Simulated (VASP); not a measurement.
# O: single point with PBE+D3(BJ)

O:

```
O
1.0
     7.87729    0.00000    0.00000
     0.00000    7.87729    0.00000
     0.00000    0.00000    7.87729
O
16
Cartesian
  0.0351 3.6139 7.2975
  -0.0347 4.7665 7.0103
  3.3207 2.2930 1.6725
  3.0226 2.9929 0.7143
  1.6202 1.7136 4.5086
  1.1114 0.6259 4.1856
  -0.0443 5.1425 2.5516
  -0.4688 6.2293 2.9378
  7.1441 -0.4081 6.4221
  6.3823 0.5393 6.6527
  3.7383 7.2232 8.2896
  3.7877 7.5402 7.0666
  5.4292 1.0535 2.8293
  6.6114 1.0927 3.1424
  3.2544 5.8052 2.4553
  3.5158 5.8570 3.6657
```

| Item | Value |
| --- | --- |
| Program | VASP 6.6.1 |
| Task | single point |
| Functional | PBE |
| Dispersion | D3(BJ) |
| Potentials or basis | VASP PAW PBE potentials, release 64 (O) |
| Cutoff | 520 eV |
| k mesh | 1 × 1 × 1 |
| Occupations | fermi-dirac, width 0.02 eV |
| Spin | collinear spin, ferromagnetic start |
| Starting moments | [1.0, 1.0, 1.0, 1.0, 1.0, 1.0, 1.0, 1.0, 1.0, 1.0, 1.0, 1.0, 1.0, 1.0, 1.0, 1.0] μB |
| Dipole correction | no |
| Further INCAR settings | LREAL = Auto; ALGO = Normal; EDIFF = 1e-06; NBANDS = 66 |

The pressure is 0.3 GPa. The largest force is 3.688 eV/Å. The band gap on the k mesh is 1.55 eV, the net moment is 16.00 μB per cell and the site moments are O +0.81, +0.80, +0.82 μB. The valence electrons inside the program's atomic spheres are O 4.96, 4.90, 4.87, 4.89, 4.88, 4.85. The dispersion energy per atom is -0.023 eV.

Forces on the atoms (eV/Å):
```
O    0.214 -3.574  0.883
O   -0.197  3.496 -0.873
O    0.054 -0.329  0.524
O   -0.190  0.425 -0.595
O   -0.266 -0.610 -0.164
O    0.521  0.619  0.238
O    0.101 -0.296 -0.095
O   -0.101  0.182  0.073
O   -0.195  0.267  0.063
O    0.307 -0.158 -0.074
O    0.122  0.613 -2.139
O   -0.222 -0.513  1.886
O   -0.639 -0.078 -0.142
O    0.536  0.108  0.138
O    0.042 -0.134  0.660
O   -0.086 -0.019 -0.386
```

Stress tensor (GPa, compression positive):
```
 0.39 -0.25  0.18
-0.25  1.22 -0.50
 0.18 -0.50 -0.64
```

Levels at points of the mesh, in eV from the valence-band top:
Spin up:
```tsv
k point	band 53	band 54	band 55	band 56	band 57	band 58	band 59	band 60
(0.00, 0.00, 0.00)	-0.20	-0.13	-0.01	0.00	5.51	6.99	7.14	7.30
```
Spin down:
```
           k point  band 37  band 38  band 39  band 40  band 41  band 42  band 43  band 44
(0.00, 0.00, 0.00)    -4.62    -4.60    -4.49    -4.38     1.55     1.59     1.72     1.75
```

Run time: 2.4 min on 1 thread of AMD EPYC 7R13, with other jobs on the host, peak memory 0.55 GiB.

Caveat: the k points lie up to 0.80 Å⁻¹ apart; the standard files for N, O and F lose accuracy on very short bonds.
